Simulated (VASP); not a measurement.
Write the native input for VASP 6.6.1 that does the following.

| Quantity | Value |
| --- | --- |
| Task | electric field gradients |
| Functional | LDA |
| Potentials or basis | VASP PAW LDA potentials, release 64 (Pt_sv_GW, Pb_d) |
| Cutoff | 430 eV |
| k mesh | 10 × 10 × 7 |
| Occupations | fermi-dirac, width 0.05 eV |
| Spin | no spin polarisation |
| Dipole correction | no |
| Further INCAR settings | ALGO = Normal; EDIFF = 1e-08; NBANDS = 40 |

The structure of PtPb lies in POSCAR:

```
PtPb
1.0
    4.2781474022      0.0000000000      0.0000000000
   -2.1390737011      3.7049843314      0.0000000000
    0.0000000000      0.0000000000      5.4921335034
Pt Pb
2 2
Direct
    0.3333333333      0.6666666667      0.2500000000
    0.6666666667      0.3333333333      0.7500000000
    0.0000000000      0.0000000000      0.0000000000
    0.0000000000      0.0000000000      0.5000000000
```

These files were run (other wordings do the same):

INCAR

```
SYSTEM = PtPb
PREC = Accurate
ENCUT = 430
EDIFF = 1E-8
ISMEAR = -1
SIGMA = 0.05
LREAL = .False.
LASPH = .True.
NELM = 120
ALGO = Normal
ISIF = 2
LWAVE = .False.
LCHARG = .False.
LEFG = .True.
NBANDS = 40
GGA_COMPAT = .False.
```

KPOINTS

```
Automatic mesh
0
Gamma
  10 10 7
  0 0 0
```

Potentials or basis: VASP PAW LDA potentials, release 64 (Pt_sv_GW, Pb_d).

The run is started by

```bash
$ cat potpaw_LDA.64/Pt_sv_GW/POTCAR potpaw_LDA.64/Pb_d/POTCAR > POTCAR
$ mpirun -np 1 vasp_std > vasp.out
```

It gave:

```json
{"Pressure": "2.9 GPa", "Band gap on the k mesh": "zero (bands 32 and 33 overlap by 2.79 eV)", "Largest electric field gradient by atom": "Pt +32.9; Pb +10.1 V/Å²"}
```

Caveat: the stress differs along the axes, from -5 to 20 GPa; without QUAD_EFG the Cq values of the log hold for a quadrupole moment of 1 mb, not for the nuclei; spin-orbit coupling is left out, which moves the levels of the heavy elements.

It took 3.3 min on 1 thread of Intel(R) Xeon(R) Platinum 8375C CPU @ 2.90GHz (Ice Lake), with other jobs on the host, peak memory 0.24 GiB.
